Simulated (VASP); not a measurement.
# Ge (Cmcm) in VASP: further runs

Aim: see how the results for Ge move with the level of theory and the settings. Levels: LDA, BLYP, revPBE. Tasks: single point, relaxation of cell and atoms.

Everything below comes from runs of VASP 6.6.1. Logs are shortened: lines on timing, memory, paths and dates and some standing lists are left out, and cuts for length are marked.

### Step 1. The cell of the first run

Symmetry: Cmcm, No. 63, orthorhombic system. Conventional cell: a = 2.976 Å, b = 5.189 Å, c = 4.728 Å, α = 90.00°, β = 90.00°, γ = 90.00°. Ge (site symmetry m2m) has 12 Ge at 2.92 to 2.99 Å within 3.9 Å.

This isn't the form of Ge at room conditions, which is diamond.

### Step 2. Single point, LDA

Input file INCAR:

```
SYSTEM = Ge
ALGO     = Normal         ! electronic algorithm
EDIFF    = 1E-6           ! SCF threshold, eV
ENCUT    = 520            ! plane-wave cutoff, eV
GGA      = CA             ! functional
ISIF     = 2              ! what is computed and relaxed
ISMEAR   = 0              ! smearing method
LASPH    = .TRUE.         ! aspherical terms in the spheres
LCHARG   = .FALSE.        ! write CHGCAR
LREAL    = .FALSE.        ! projectors in reciprocal space
LWAVE    = .FALSE.        ! write WAVECAR
NBANDS   = 21             ! bands
NELM     = 60             ! most SCF steps
PREC     = Accurate       ! precision mode
SIGMA    = 0.1            ! smearing width, eV
```

Input file KPOINTS:

```
k-points
0
G
  10 10 6
  0 0 0
```

Input file POSCAR:

```
Ge
1.0
    1.4880529250     -2.5946896100      0.0000000000
    1.4880529250      2.5946896100      0.0000000000
    0.0000000000      0.0000000000      4.7275957900
Ge
2
Direct
    0.6665533700      0.3334466300      0.2500000000
    0.3334466300      0.6665533700      0.7500000000
```

Potentials or basis: VASP PAW LDA potentials, release 64 (Ge_d).

Command:

```sh
$ cat potpaw_LDA.64/Ge_d/POTCAR > POTCAR
$ mpirun -np 1 vasp_std > vasp.out
```

OUTCAR:

```text
SYSTEM = Ge
   EDIFF = 1E-6
   ENCUT = 520
   GGA = CA
   ISIF = 2
   ISMEAR = 0
   LASPH = .TRUE.
   LREAL = .FALSE.
   NELM = 60
   PREC = Accurate

 ion  position               nearest neighbor table
   1  0.667  0.333  0.250-
   2  0.333  0.667  0.750-

  LATTYP: Found a base centered orthorhombic cell.
 ALAT       =     2.9761058500
 B/A-ratio  =     1.7436809984
 C/A-ratio  =     1.5885173540

  Lattice vectors:

 A1 = (   1.4880529250,  -2.5946896100,   0.0000000000)
 A2 = (   1.4880529250,   2.5946896100,   0.0000000000)
 A3 = (   0.0000000000,   0.0000000000,   4.7275957900)

Analysis of symmetry for initial positions (statically):
=====================================================================
 Subroutine PRICEL returns:
 Original cell was already a primitive cell.

 Routine SETGRP: Setting up the symmetry group for a
 base centered orthorhombic supercell.

 Subroutine GETGRP returns: Found  8 space group operations
 (whereof  4 operations were pure point group operations)
 out of a pool of  8 trial point group operations.

The static configuration has the point symmetry C_2h.
 The point group associated with its full space group is D_2h.

Analysis of symmetry for dynamics (positions and initial velocities):
=====================================================================
 Subroutine PRICEL returns:
 Original cell was already a primitive cell.

 Routine SETGRP: Setting up the symmetry group for a
 base centered orthorhombic supercell.

 Subroutine GETGRP returns: Found  8 space group operations
 (whereof  4 operations were pure point group operations)
 out of a pool of  8 trial point group operations.

The dynamic configuration has the point symmetry C_2h.
 The point group associated with its full space group is D_2h.

 Subroutine INISYM returns: Found  8 space group operations
 (whereof  4 operations are pure point group operations),
 and found     1 'primitive' translations

----------------------------------------------------------------------------------------

                                     Primitive cell

  volume of cell :      36.5068

[... 80 lines left out ...]
   ISTART =      0    job   : 0-new  1-cont  2-samecut
   ICHARG =      2    charge: 1-file 2-atom 10-const
   ISPIN  =      1    spin polarized calculation?
   LNONCOLLINEAR =      F non collinear calculations
   LSORBIT =      F    spin-orbit coupling
   LASPH  =      T    aspherical Exc in radial PAW
   ENCUT  =  520.0 eV  38.22 Ry    6.18 a.u.   5.56  5.56  8.79*2*pi/ulx,y,z
   NELM   =     60;   NELMIN=  2; NELMDL= -5     # of ELM steps
   EDIFF  = 0.1E-05   stopping-criterion for ELM
   LREAL  =      F    real-space projection
   EDIFFG = 0.1E-04   stopping-criterion for IOM
   NSW    =      0    number of steps for IOM
   IBRION =     -1    ionic relax: 0-MD 1-quasi-New 2-CG
   NFREE  =      0    steps in history (QN), initial steepest desc. (CG)
   ISIF   =      2    stress and relaxation
   ISYM   =      2    0-nonsym 1-usesym 2-fastsym
   POTIM  = 0.5000    time-step for ionic-motion
   TEBEG  =    0.0;   TEEND  =   0.0 temperature during run
   PSTRESS=    0.0 pullay stress
   NELECT =      28.0000    total number of electrons
   NUPDOWN=      -1.0000    fix difference up-down
   EMIN   =  10.00;   EMAX   =-10.00  energy-range for DOS
   EFERMI =   0.00;   METHOD = LEGACY
   ISMEAR =     0;   SIGMA  =   0.10  broadening in eV -4-tet -1-fermi 0-gaus
   EFERMI_NEDOS =   21; number of points for ismear=-14 and -15
   IALGO  =     38    algorithm
   IMIX   =      4    mixing-type and parameters
     AMIX     =   0.40;   BMIX     =  1.00
     AMIX_MAG =   1.60;   BMIX_MAG =  1.00
  volume/ion in A,a.u.               =      18.25       123.18
  Fermi-wavevector in a.u.,A,eV,Ry     =   1.498544  2.831837 30.553703  2.245634
  Thomas-Fermi vector in A             =   2.610289
   LORBIT       =      0    0 simple, 1 ext, 2 COOP (PROOUT), +10 PAW based schemes
   GGA     = CA    functional components
   LHFCALC =     F    Hartree Fock is set to
   AEXX    =    0.0000 exact exchange contribution
   IVDW    =     0    specifies the selected vdW correction
   LEPSILON=     F    determine dielectric tensor
   LRPA    =     F    only Hartree local field effects (RPA)
 non-spin polarized calculation
 Gauss-broadening in eV      SIGMA  =   0.10
  energy-cutoff  :      520.00
  volume of cell :       36.51
 maximum number of plane-waves:      1014
 NGX is ok and might be reduce to    24
   NGX = 11   NGY = 11   NGZ = 17

 number of electron      28.0000012 magnetization

 Free energy of the ion-electron system (eV)
  ---------------------------------------------------
  ext. energy  EPLUGINS =         0.00000000
  ---------------------------------------------------
  free energy    TOTEN  =        -9.79003669 eV

  energy without entropy =       -9.78418798  energy(sigma->0) =       -9.78711233

 E-fermi :   6.7703     XC(G=0): -11.7458

 val. band max:        6.7540000816   @ k =   0.5000   0.2000   0.5000
 cond. band min:       6.7768377060   @ k =   0.3000   0.2000   0.1667
 fundamental gap:      0.0228376245
 Fermi energy:         6.7702708965

 k-point     1 :       0.0000    0.0000    0.0000
  band No.  band energies     occupation
      1     -17.9512      2.00000
      2     -17.9416      2.00000
      3     -17.9392      2.00000
      4     -17.9378      2.00000
      5     -17.9324      2.00000
      6     -17.9291      2.00000
[... 565 lines left out ...]
     20      22.4783      0.00000
     21      23.0843      0.00000

 [... further k-points ...]

------------------------ aborting loop because EDIFF is reached ----------------------------------------

  FORCE on cell =-STRESS in cart. coord.  units (eV):
  Direction    XX          YY          ZZ          XY          YZ          ZX
  --------------------------------------------------------------------------------------
  -------------------------------------------------------------------------------------
  Total       -0.4910413     -0.4185784      0.0548943      0.0000000     -0.0000000      0.0000000
  in kB      -21.5503573    -18.3701723      2.4091492      0.0000000     -0.0000000      0.0000000
  external PRESSURE =     -12.5037935 kB  Pullay stress =       0.0000000 kB

 VOLUME and BASIS-vectors are now :
 -----------------------------------------------------------------------------
  energy-cutoff  :      520.00
  volume of cell :       36.51
      direct lattice vectors                 reciprocal lattice vectors
     1.488052925 -2.594689610  0.000000000     0.336009554 -0.192701277  0.000000000
     1.488052925  2.594689610  0.000000000     0.336009554  0.192701277  0.000000000
     0.000000000  0.000000000  4.727595790     0.000000000  0.000000000  0.211524006

 POSITION                                       TOTAL-FORCE (eV/Angst)
 -----------------------------------------------------------------------------------
      1.48805     -0.86431      1.18190         0.000000     -0.000320      0.000000
      1.48805      0.86431      3.54570         0.000000      0.000320     -0.000000
 -----------------------------------------------------------------------------------
    total drift:                               -0.000000     -0.000000      0.000000

  FREE ENERGIE OF THE ION-ELECTRON SYSTEM (eV)
  ---------------------------------------------------
  free  energy   TOTEN  =        -9.7900366869 eV

  energy  without entropy=       -9.7841879790  energy(sigma->0) =       -9.78711233
```

Wall time 23 s (1 thread of Intel Xeon Platinum 8488C (Sapphire Rapids), shared host); peak memory 0.19 GiB.

Results:

```
Free energy            : -9.7900 eV
Pressure               : -1.3 GPa
Band gap on the k mesh : zero (bands 14 and 15 overlap by 8.86 eV)
```

Levels at points of the mesh, in eV from the Fermi level:
| k point | band 11 | band 12 | band 13 | band 14 | band 15 | band 16 | band 17 | band 18 |
| --- | --- | --- | --- | --- | --- | --- | --- | --- |
| (0.00, 0.00, 0.00) | -13.35 | -7.51 | -5.48 | 6.53 | 6.64 | 8.60 | 8.72 | 9.97 |
| (0.50, 0.00, 0.00) | -8.45 | -7.10 | -2.31 | -1.26 | -0.86 | 1.49 | 2.42 | 6.54 |
| (0.50, 0.50, 0.00) | -8.52 | -7.14 | -2.35 | -1.28 | -0.92 | 1.45 | 2.57 | 6.68 |
| (0.00, 0.00, 0.50) | -11.68 | -11.68 | 1.87 | 1.87 | 7.65 | 7.65 | 7.76 | 7.76 |
| (0.50, 0.00, 0.50) | -7.02 | -7.02 | -4.88 | -4.88 | 4.07 | 4.07 | 5.02 | 5.02 |
| (0.50, 0.50, 0.50) | -7.10 | -7.10 | -4.91 | -4.91 | 4.22 | 4.22 | 5.04 | 5.04 |

### Step 3. Single point, BLYP, collinear spin

Input file INCAR:

```
SYSTEM = Ge
  AGGAC = 1.0
  AGGAX = 1.0
  ALDAC = 0.0
  ALDAX = 1.0
  ALGO = Normal
  EDIFF = 1E-6
  ENCUT = 520
  GGA = B5
  ISIF = 2
  ISMEAR = -1
  ISPIN = 2
  LASPH = .True.
  LCHARG = .True.
  LELF = .True.
  LORBIT = 11
  LREAL = .False.
  LVHAR = .True.
  LWAVE = .False.
  MAGMOM = 0.5 -0.25
  NBANDS = 25
  NELM = 150
  PREC = Accurate
  SIGMA = 0.05
```

Input file KPOINTS:

```
k-points
0
Gamma
  10 10 6
  0 0 0
```

Input file POSCAR:

```
Ge
1.0
    1.4880529250     -2.5946896100      0.0000000000
    1.4880529250      2.5946896100      0.0000000000
    0.0000000000      0.0000000000      4.7275957900
Ge
2
Direct
    0.3334466300      0.6665533700      0.2500000000
    0.6665533700      0.3334466300      0.7500000000
```

Potentials or basis: VASP PAW PBE potentials, release 64 (Ge_d).

Command:

```sh
$ cat potpaw_PBE.64/Ge_d/POTCAR > POTCAR
$ mpirun -np 1 vasp_std > vasp.out
```

Run time: 2.5 min. Hardware: 1 thread of AMD EPYC 7R13 (Zen 3), shared host; peak memory 0.25 GiB.

It converged, with:

| Quantity | Value |
| --- | --- |
| Free energy | -6.4636 eV |
| Pressure | 11.3 GPa |
| Band gap on the k mesh | zero (filled and empty bands overlap) |
| Net moment | 0.00 μB per cell |
| Valence electrons inside the program's atomic spheres | Ge 12.24 |

Stress tensor (GPa, compression positive):
```
10.38  0.00  0.00
 0.00 10.47  0.00
 0.00  0.00 13.11
```

Levels at points of the mesh, in eV from the Fermi level:
Spin up:
| k point | band 12 | band 13 | band 14 | band 15 | band 16 | band 17 |
| --- | --- | --- | --- | --- | --- | --- |
| (0.00, 0.00, 0.00) | -7.61 | -5.41 | 6.40 | 6.51 | 8.49 | 8.60 |
| (0.50, 0.00, 0.00) | -7.12 | -2.39 | -1.30 | -0.86 | 1.58 | 2.35 |
| (0.50, 0.50, 0.00) | -7.16 | -2.42 | -1.32 | -0.93 | 1.55 | 2.51 |
| (0.00, 0.00, 0.50) | -11.70 | 1.84 | 1.84 | 7.51 | 7.51 | 7.62 |
| (0.50, 0.00, 0.50) | -7.13 | -4.83 | -4.83 | 4.00 | 4.00 | 4.92 |
| (0.50, 0.50, 0.50) | -7.20 | -4.85 | -4.85 | 4.15 | 4.15 | 4.94 |
Spin down:
| k point | band 10 | band 11 | band 12 | band 13 | band 14 | band 15 | band 16 | band 17 | band 18 | band 19 |
| --- | --- | --- | --- | --- | --- | --- | --- | --- | --- | --- |
| (0.00, 0.00, 0.00) | -24.57 | -13.37 | -7.61 | -5.41 | 6.40 | 6.51 | 8.49 | 8.60 | 9.81 | 11.59 |
| (0.50, 0.00, 0.00) | -24.57 | -8.53 | -7.12 | -2.39 | -1.30 | -0.86 | 1.58 | 2.35 | 6.73 | 6.98 |
| (0.50, 0.50, 0.00) | -24.56 | -8.60 | -7.16 | -2.42 | -1.32 | -0.93 | 1.55 | 2.51 | 6.87 | 7.13 |
| (0.00, 0.00, 0.50) | -24.60 | -11.70 | -11.70 | 1.84 | 1.84 | 7.51 | 7.51 | 7.62 | 7.62 | 12.89 |
| (0.50, 0.00, 0.50) | -24.57 | -7.13 | -7.13 | -4.83 | -4.83 | 4.00 | 4.00 | 4.92 | 4.92 | 8.96 |
| (0.50, 0.50, 0.50) | -24.57 | -7.20 | -7.20 | -4.85 | -4.85 | 4.15 | 4.15 | 4.93 | 4.94 | 9.04 |

Caveat: the cell stands under pressure; the PAW data sets were made with another functional, which shifts forces and pressure a little.

(Part 1 of 3 ends here.)
